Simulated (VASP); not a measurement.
# Na3Al (Fm-3m) in VASP: single point with r2SCAN

Aim: the single point of Na3Al with r2SCAN.

Program: VASP 6.6.1. These are calculated values, not measurements. Logs are shortened: lines on timing, memory, paths and dates and some standing lists are left out, and cuts for length are marked.

## 1. The cell of the first run

It takes space group Fm-3m (No. 225, cubic). Conventional cell: a = 7.666 Å, b = 7.666 Å, c = 7.666 Å, α = 90.00°, β = 90.00°, γ = 90.00°. Na (site symmetry -43m) has 10 Na at 3.32 to 3.83 Å and 4 Al at 3.32 Å within 4.4 Å. Na (site symmetry m-3m) has 8 Na at 3.32 Å and 6 Al at 3.83 Å within 4.4 Å. Within 4.4 Å of Al (site symmetry m-3m) lie 14 Na at 3.32 to 3.83 Å.

## 2. Single point, r2SCAN

Contents of POSCAR:

```
Na3Al
1.0
    0.0000000000      3.8330040000      3.8330040000
    3.8330040000      0.0000000000      3.8330040000
    3.8330040000      3.8330040000      0.0000000000
Na Al
3 1
Direct
    0.2500000000      0.2500000000      0.2500000000
    0.7500000000      0.7500000000      0.7500000000
    0.5000000000      0.5000000000      0.5000000000
    0.0000000000      0.0000000000      0.0000000000
```

Contents of INCAR.step1:

```
PREC     = Accurate       # precision mode
ENCUT    = 520            # plane-wave cutoff, eV
ISMEAR   = 0              # smearing method
SIGMA    = 0.1            # smearing width, eV
LREAL    = False          # projectors in reciprocal space
LASPH    = True           # aspherical terms in the spheres
NELM     = 80             # most SCF steps
NBANDS   = 20             # bands
GGA      = PE             # functional
ALGO     = Normal         # electronic algorithm
EDIFF    = 1E-4           # SCF threshold, eV
LWAVE    = True           # write WAVECAR
LCHARG   = False          # write CHGCAR
```

Contents of INCAR.step2:

```
PREC     = Accurate       # precision mode
ENCUT    = 520            # plane-wave cutoff, eV
EDIFF    = 1E-7           # SCF threshold, eV
ISMEAR   = 0              # smearing method
SIGMA    = 0.1            # smearing width, eV
LREAL    = False          # projectors in reciprocal space
LASPH    = True           # aspherical terms in the spheres
NELM     = 80             # most SCF steps
ALGO     = Normal         # electronic algorithm
ISIF     = 2              # what is computed and relaxed
LWAVE    = False          # write WAVECAR
LCHARG   = False          # write CHGCAR
METAGGA  = R2SCAN         # meta-GGA
LMIXTAU  = True         
NBANDS   = 20             # bands
ISTART   = 1
```

Contents of KPOINTS:

```
Automatic mesh
0
Gamma
  6 6 6
```

Potentials or basis: VASP PAW PBE potentials, release 64 (Na_pv, Al).

Run with:

```sh
cat potpaw_PBE.64/Na_pv/POTCAR potpaw_PBE.64/Al/POTCAR > POTCAR
cp INCAR.step1 INCAR
mpirun -np 1 vasp_std > vasp.out
cp INCAR.step2 INCAR
mpirun -np 1 vasp_std > vasp.out
```

OUTCAR:

```text
PREC = Accurate
   ENCUT = 520
   EDIFF = 1E-7
   ISMEAR = 0
   LREAL = False
   LASPH = True
   NELM = 80
   ISIF = 2
   METAGGA = R2SCAN
   ISTART = 1

 ion  position               nearest neighbor table
   1  0.250  0.250  0.250-
   2  0.750  0.750  0.750-
   3  0.500  0.500  0.500-
   4  0.000  0.000  0.000-

  LATTYP: Found a face centered cubic cell.
 ALAT       =     7.6660080000

  Lattice vectors:

 A1 = (   0.0000000000,   3.8330040000,   3.8330040000)
 A2 = (   3.8330040000,   0.0000000000,   3.8330040000)
 A3 = (   3.8330040000,   3.8330040000,   0.0000000000)

Analysis of symmetry for initial positions (statically):
=====================================================================
 Subroutine PRICEL returns:
 Original cell was already a primitive cell.

 Routine SETGRP: Setting up the symmetry group for a
 face centered cubic supercell.

 Subroutine GETGRP returns: Found 48 space group operations
 (whereof 48 operations were pure point group operations)
 out of a pool of 48 trial point group operations.

The static configuration has the point symmetry O_h .

Analysis of symmetry for dynamics (positions and initial velocities):
=====================================================================
 Subroutine PRICEL returns:
 Original cell was already a primitive cell.

 Routine SETGRP: Setting up the symmetry group for a
 face centered cubic supercell.

 Subroutine GETGRP returns: Found 48 space group operations
 (whereof 48 operations were pure point group operations)
 out of a pool of 48 trial point group operations.

The dynamic configuration has the point symmetry O_h .

 Subroutine INISYM returns: Found 48 space group operations
 (whereof 48 operations are pure point group operations),
 and found     1 'primitive' translations

----------------------------------------------------------------------------------------

                                     Primitive cell

  volume of cell :     112.6284

  direct lattice vectors                    reciprocal lattice vectors
     0.000000000  3.833004000  3.833004000    -0.130445990  0.130445990  0.130445990
     3.833004000  0.000000000  3.833004000     0.130445990 -0.130445990  0.130445990
[... 74 lines left out ...]
   ISPIN  =      1    spin polarized calculation?
   LNONCOLLINEAR =      F non collinear calculations
   LSORBIT =      F    spin-orbit coupling
   LASPH  =      T    aspherical Exc in radial PAW
   ENCUT  =  520.0 eV  38.22 Ry    6.18 a.u.  10.08 10.08 10.08*2*pi/ulx,y,z
   NELM   =     80;   NELMIN=  2; NELMDL=  0     # of ELM steps
   EDIFF  = 0.1E-06   stopping-criterion for ELM
   LREAL  =      F    real-space projection
   EDIFFG = 0.1E-05   stopping-criterion for IOM
   NSW    =      0    number of steps for IOM
   IBRION =     -1    ionic relax: 0-MD 1-quasi-New 2-CG
   NFREE  =      0    steps in history (QN), initial steepest desc. (CG)
   ISIF   =      2    stress and relaxation
   ISYM   =      2    0-nonsym 1-usesym 2-fastsym
   POTIM  = 0.5000    time-step for ionic-motion
   TEBEG  =    0.0;   TEEND  =   0.0 temperature during run
   PSTRESS=    0.0 pullay stress
   NELECT =      24.0000    total number of electrons
   NUPDOWN=      -1.0000    fix difference up-down
   EMIN   =  10.00;   EMAX   =-10.00  energy-range for DOS
   EFERMI =   0.00;   METHOD = LEGACY
   ISMEAR =     0;   SIGMA  =   0.10  broadening in eV -4-tet -1-fermi 0-gaus
   EFERMI_NEDOS =   21; number of points for ismear=-14 and -15
   IALGO  =     38    algorithm
   IMIX   =      4    mixing-type and parameters
     AMIX     =   0.40;   BMIX     =  1.00
     AMIX_MAG =   1.60;   BMIX_MAG =  1.00
  volume/ion in A,a.u.               =      28.16       190.01
  Fermi-wavevector in a.u.,A,eV,Ry     =   0.977828  1.847828 13.009188  0.956148
  Thomas-Fermi vector in A             =   2.108556
   LORBIT       =      0    0 simple, 1 ext, 2 COOP (PROOUT), +10 PAW based schemes
   METAGGA = R2SCAN    functional components
   LHFCALC =     F    Hartree Fock is set to
   AEXX    =    0.0000 exact exchange contribution
   IVDW    =     0    specifies the selected vdW correction
   LEPSILON=     F    determine dielectric tensor
   LRPA    =     F    only Hartree local field effects (RPA)
 non-spin polarized calculation
 Gauss-broadening in eV      SIGMA  =   0.10
  energy-cutoff  :      520.00
  volume of cell :      112.63
 maximum number of plane-waves:      3071
   NGX = 21   NGY = 21   NGZ = 21

 number of electron      23.9999987 magnetization

 Free energy of the ion-electron system (eV)
  ---------------------------------------------------
  ext. energy  EPLUGINS =         0.00000000
  ---------------------------------------------------
  free energy    TOTEN  =       -16.71186131 eV

  energy without entropy =      -16.69302863  energy(sigma->0) =      -16.70244497

 E-fermi :   1.4250     XC(G=0):  -7.9582

 val. band max:        1.4097480401   @ k =   0.1667   0.1667   0.0000
 cond. band min:       1.4363646076   @ k =   0.3333   0.3333   0.0000
 fundamental gap:      0.0266165675
 Fermi energy:         1.4250147939

 k-point     1 :       0.0000    0.0000    0.0000
  band No.  band energies     occupation
      1     -24.4487      2.00000
      2     -24.4483      2.00000
      3     -24.4483      2.00000
      4     -23.9271      2.00000
      5     -23.9267      2.00000
      6     -23.9267      2.00000
[... 357 lines left out ...]
     19       8.9840      0.00000
     20       9.6579      0.00000

------------------------ aborting loop because EDIFF is reached ----------------------------------------

  FORCE on cell =-STRESS in cart. coord.  units (eV):
  Direction    XX          YY          ZZ          XY          YZ          ZX
  --------------------------------------------------------------------------------------
  -------------------------------------------------------------------------------------
  Total       -0.0732400     -0.0732400     -0.0732400      0.0000000      0.0000000      0.0000000
  in kB       -1.0418635     -1.0418635     -1.0418635      0.0000000      0.0000000      0.0000000
  external PRESSURE =      -1.0418635 kB  Pullay stress =       0.0000000 kB

 VOLUME and BASIS-vectors are now :
 -----------------------------------------------------------------------------
  energy-cutoff  :      520.00
  volume of cell :      112.63
      direct lattice vectors                 reciprocal lattice vectors
     0.000000000  3.833004000  3.833004000    -0.130445990  0.130445990  0.130445990
     3.833004000  0.000000000  3.833004000     0.130445990 -0.130445990  0.130445990
     3.833004000  3.833004000  0.000000000     0.130445990  0.130445990 -0.130445990

 POSITION                                       TOTAL-FORCE (eV/Angst)
 -----------------------------------------------------------------------------------
      1.91650      1.91650      1.91650         0.000000      0.000000      0.000000
      5.74951      5.74951      5.74951        -0.000000     -0.000000     -0.000000
      3.83300      3.83300      3.83300        -0.000000     -0.000000      0.000000
      0.00000      0.00000      0.00000        -0.000000     -0.000000      0.000000
 -----------------------------------------------------------------------------------
    total drift:                               -0.000000     -0.000000      0.000000

  FREE ENERGIE OF THE ION-ELECTRON SYSTEM (eV)
  ---------------------------------------------------
  free  energy   TOTEN  =       -16.7118613137 eV

  energy  without entropy=      -16.6930286303  energy(sigma->0) =      -16.70244497
```

OSZICAR.step1:

```text
N       E                     dE             d eps       ncg     rms          rms(c)
DAV:   1     0.185141090134E+03    0.18514E+03   -0.12185E+04   648   0.116E+03
DAV:   2     0.351722395106E+01   -0.18162E+03   -0.17896E+03   640   0.325E+02
DAV:   3    -0.683759912635E+01   -0.10355E+02   -0.10287E+02   740   0.930E+01
DAV:   4    -0.704129131412E+01   -0.20369E+00   -0.20363E+00   768   0.131E+01
DAV:   5    -0.704922443713E+01   -0.79331E-02   -0.79328E-02   840   0.232E+00    0.950E-01
DAV:   6    -0.700841002345E+01    0.40814E-01   -0.44426E-02   768   0.247E+00    0.611E-01
DAV:   7    -0.699291817707E+01    0.15492E-01   -0.53293E-02   764   0.136E+00    0.179E-01
DAV:   8    -0.699249800062E+01    0.42018E-03   -0.51716E-03   712   0.644E-01    0.871E-02
DAV:   9    -0.699250725488E+01   -0.92543E-05   -0.25579E-04   580   0.189E-01
   1 F= -.69925073E+01 E0= -.69833149E+01  d E =-.183848E-01
```

Run time: 5.1 min. Hardware: 1 thread of AMD EPYC 7R13, shared host; peak memory 0.23 GiB.

Results:

| Quantity | Value |
| --- | --- |
| Free energy | -16.7119 eV |
| Pressure | -0.1 GPa |
| Band gap on the k mesh | zero (bands 12 and 13 overlap by 1.96 eV) |

Caveat: the PAW data sets were made with another functional, which shifts forces and pressure a little.
